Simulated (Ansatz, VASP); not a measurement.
ZrC: VASP beside Ansatz

```
Zr C
1.0
     3.88824    0.00000    0.00000
    -1.94412    3.36731    0.00000
     0.00000    0.00000    4.71394
Zr C
2 2
Direct
  0.33333 0.66667 0.94219
  0.66667 0.33333 0.44219
  0.33333 0.66667 0.43381
  0.66667 0.33333 0.93381
```

Alike in both runs: functional PBE; k mesh 13 × 13 × 7; occupations fermi-dirac, width 0.05 eV; no spin polarisation.

Ansatz relaxed the structure, and its values are those at the end. VASP's run is a single point on that final structure, the one shown.

|  | VASP | Ansatz |
| --- | --- | --- |
| version | VASP 6.6.1 | Ansatz 0.2.0 |
| potentials or method | VASP PAW PBE potentials, release 64 (Zr_sv, C) | PAW with Ansatz's default frozen-core files, scalar-relativistic |
| plane-wave cutoff (eV) | 520 | 420 |
| valence electrons in the cell | 32 | 32 |

|  | VASP | Ansatz | Ansatz less VASP |
| --- | --- | --- | --- |
| pressure (GPa) | 0.2 | 0.0 | -0.18 |

With one functional, cell and mesh, what is left measures potentials, basis and numerics.
